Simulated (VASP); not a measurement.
B3Ir: single point with PBE

B3Ir:

```xyz
8
Lattice="4.2935 0.0000 0.0000 -2.1468 3.7183 0.0000 0.0000 0.0000 4.9787" Properties=species:S:1:pos:R:3 pbc="T T T"
B     2.1468    2.2205    1.2447
B    -0.8497    2.9694    3.7340
B     1.2971    0.7489    1.2447
B     0.0000    1.4978    3.7340
B     2.9964    0.7489    1.2447
B     0.8497    2.9694    3.7340
Ir    0.0000    2.4789    1.2447
Ir    2.1468    1.2394    3.7340
```

```json
{
  "Program": "VASP 6.6.1",
  "Task": "single point",
  "Functional": "PBE",
  "Potentials or basis": "VASP PAW PBE potentials, release 64 (B, Ir_sv_GW)",
  "Cutoff": "500 eV",
  "k mesh": "6 × 6 × 6",
  "Occupations": "gaussian, width 0.1 eV",
  "Spin": "no spin polarisation",
  "Dipole correction": "no",
  "Second run": "valence_matched",
  "Further INCAR settings": "ALGO = Normal; EDIFF = 1e-06; NBANDS = 36"
}
```

```json
{"Pressure": "-1.1 GPa", "Largest force": "0.022 eV/Å", "Band gap on the k mesh": "zero (band 26 reaches 7.90 eV, above the bottom of band 27 at 7.37 eV)"}
```

Forces on the atoms (eV/Å):
```
B    0.000  0.022  0.000
B   -0.019  0.011  0.000
B   -0.019 -0.011  0.000
B    0.000 -0.022  0.000
B    0.019 -0.011  0.000
B    0.019  0.011  0.000
Ir   0.000  0.000  0.000
Ir   0.000  0.000  0.000
```

Stress tensor (GPa, compression positive):
```
-1.00  0.00  0.00
 0.00 -1.00  0.00
 0.00  0.00 -1.26
```

Levels at points of the mesh, in eV from the Fermi level:
```
           k point  band 22  band 23  band 24  band 25  band 26  band 27  band 28  band 29  band 30  band 31
(0.00, 0.00, 0.00)    -1.87    -1.71    -1.71    -1.68    -1.68     0.08     0.15     3.88     3.88     4.23
(0.50, 0.00, 0.00)    -1.32    -1.22    -0.67    -0.45    -0.33    -0.15     0.08     2.83     3.76     4.48
(0.00, 0.00, 0.50)    -2.70    -1.62    -1.62    -1.62    -1.62     2.89     2.89     3.95     3.95     3.95
(0.50, 0.00, 0.50)    -1.73    -1.09    -1.09    -0.80    -0.80     3.24     3.24     3.97     3.97     4.13
```

It took 68 s on 1 thread of Intel(R) Xeon(R) 6975P-C (Granite Rapids), with other jobs on the host, peak memory 0.22 GiB.

Caveat: spin-orbit coupling is left out, which moves the levels of the heavy elements.
